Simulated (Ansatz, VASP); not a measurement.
**MgI2: VASP beside Ansatz**

```xyz
3
Lattice="4.1537 0.0000 0.0000 -2.0769 3.5972 0.0000 0.0000 0.0000 6.8620" Properties=species:S:1:pos:R:3 pbc="T T T"
Mg    0.0000    0.0000    0.0000
I     0.1266    2.4712    4.9961
I     2.2035    1.2722    1.4604
```

Change from the starting cell: all I atoms moved -0.250 Å, as atom 2 towards its neighbour atom 3 (I) at 4.101 Å.

Alike in both runs: task single point; functional PBEsol; k mesh 6 × 6 × 4; occupations gaussian, width 0.05 eV; no spin polarisation.

|  | VASP | Ansatz |
| --- | --- | --- |
| version | VASP 6.6.1 | Ansatz 0.2.0 |
| potentials or method | VASP PAW PBE potentials, release 64 (Mg, I), cutoff 520 eV | scalar-relativistic, plane waves, PAW |
| valence electrons in the cell | 16 | 44 |

```csv
,VASP,Ansatz,Ansatz less VASP
gap on the k mesh at the Fermi level (eV),3.06,3.08,+0.013
least direct gap on the mesh (eV),3.13,3.14,+0.009
pressure (GPa),0.3,0.3,+0.02
"traceless stress, the component that is largest in VASP (GPa)",-0.44,-0.44,+0.002
rms of the force components (eV/Å),0.495,0.494,-0.0010
```

VASP's potentials were made for PBE, not for PBEsol. Atom by atom the forces differ by 0.002 eV/Å (rms over components). VASP's potentials hold 16 valence electrons a cell and Ansatz's 44, so a difference there can come from the potentials and not from the codes.

Neither program's run includes spin-orbit coupling.
